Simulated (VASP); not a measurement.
**InAs (pbe): relaxation of cell and atoms with PBE**

InAs (pbe):

```
In As
1.0
     0.00000    3.02900    3.02900
     3.02900    0.00000    3.02900
     3.02900    3.02900    0.00000
In As
1 1
Direct
  0.00000 0.00000 0.00000
  0.25000 0.25000 0.25000
```

```
Program                : VASP 6.6.1
Task                   : relaxation of cell and atoms
Functional             : PBE
Potentials or basis    : VASP PAW PBE potentials, release 64 (In_d, As)
Cutoff                 : 500 eV
k mesh                 : 10 × 10 × 10
Occupations            : gaussian, width 0.1 eV
Spin                   : no spin polarisation
Dipole correction      : no
Further INCAR settings : ALGO = Normal; EDIFF = 1e-07; IBRION = 2; EDIFFG = -0.002; NSW = 100; ISIF = 3
```

```yaml
Relaxed_volume: 29.63 Å³/atom
Relaxed_cell: a = 4.376 Å, b = 4.376 Å, c = 4.376 Å, α = 60.00°, β = 60.00°, γ = 60.00°
Space_group_after_relaxing_to_0.05_Å: F-43m (No. 216)
Energy_gained_by_relaxing: 19.5 meV/atom
Ionic_steps: 3
Pressure_after_relaxing: 0.0 GPa
Band_gap_on_the_k_mesh: zero (filled and empty bands touch)
```

The path:
```csv
step,energy change (eV),largest force (eV/Å),pressure (GPa),volume (Å³)
1,0.0000,0.0000,3.62,55.58
2,-0.0334,0.0000,-1.16,60.79
3,-0.0391,0.0000,0.01,59.25
```

Final structure:
```xyz
2
Lattice="0.0000 3.0943 3.0943 3.0943 0.0000 3.0943 3.0943 3.0943 0.0000" Properties=species:S:1:pos:R:3 pbc="T T T"
In    0.0000    0.0000    0.0000
As    1.5471    1.5471    1.5471
```

Levels at points of the mesh, in eV from the Fermi level:
```
           k point  band 5  band 6  band 7  band 8  band 9  band 10  band 11  band 12  band 13
(0.00, 0.00, 0.00)  -14.21  -11.48   -0.59   -0.05   -0.05    -0.05     3.83     3.83     3.83
(0.50, 0.00, 0.00)  -14.21  -10.22   -5.48   -0.94   -0.94     0.76     4.59     4.59     6.70
(0.50, 0.50, 0.00)  -14.20   -9.75   -5.60   -2.15   -2.15     1.61     1.99     8.70     8.75
```

Run time: 3.1 min on 1 thread of AMD EPYC 7R13 (shared host), peak memory 0.18 GiB.

Caveat: spin-orbit coupling is left out, which moves the levels of the heavy elements.
